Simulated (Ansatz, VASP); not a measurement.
# One calculation of Ir, two programs

Contents of INCAR:

```
  AGGAC = 1.0
  AGGAX = 1.0
  ALDAC = 0.0
  ALDAX = 1.0
  ALGO = Normal
  EDIFF = 1E-6
  ENCUT = 520
  GGA = B5
  ISIF = 2
  ISMEAR = -1
  LASPH = T
  LCHARG = F
  LREAL = F
  LWAVE = F
  NBANDS = 16
  NELM = 60
  PREC = Accurate
  SIGMA = 0.1
```

The input KPOINTS:

```
k-points
0
Gamma
  11 11 11
```

POSCAR

```
Ir
1.0
    0.0000000000      2.7905571087      2.7905571087
    2.7905571087      0.0000000000      2.7905571087
    2.7905571087      2.7905571087      0.0000000000
Ir
2
Direct
    0.1250000000      0.1250000000      0.1250000000
    0.8750000000      0.8750000000      0.8750000000
```

Input for Ansatz:

```yaml
crystal:
  lattice:
    - [0.0, 2.7905571087, 2.7905571087]
    - [2.7905571087, 0.0, 2.7905571087]
    - [2.7905571087, 2.7905571087, 0.0]
  atoms:
    - { symbol: Ir, position: [0.125, 0.125, 0.125] }
    - { symbol: Ir, position: [0.875, 0.875, 0.875] }
hamiltonian:
  xc: blyp
  pseudopotentials:
    kind: paw
    azcp:
      Ir: "pseudopotentials/Ir.paw.azcp"
basis:
  ecutwfc: 420
  fft_grid_basis: typed
kpoints:
  mp_grid: { grid: [11, 11, 11], shift: [0, 0, 0] }
magnetization:
  spin_polarized: false
scf:
  occupations: { method: fermi_dirac, width: 0.1 }
  lower_state_search: "off"
output:
  stress: true
```

Alike in both runs: task single point; functional BLYP; k mesh 11 × 11 × 11; occupations fermi-dirac, width 0.1 eV; no spin polarisation.

|  | VASP | Ansatz |
| --- | --- | --- |
| version | VASP 6.6.1 | Ansatz 0.2.0 |
| potentials or method | VASP PAW PBE potentials, release 64 (Ir), cutoff 520 eV | plane waves (420 eV) with PAW, scalar-relativistic |
| valence electrons in the cell | 18 | 34 |

```csv
,VASP,Ansatz,Ansatz less VASP
pressure (GPa),8.0,7.1,-0.85
```

VASP's potentials were made for PBE, not for BLYP. VASP's potentials hold 18 valence electrons a cell and Ansatz's 34, so a difference there can come from the potentials and not from the codes.

Neither program's run includes spin-orbit coupling.
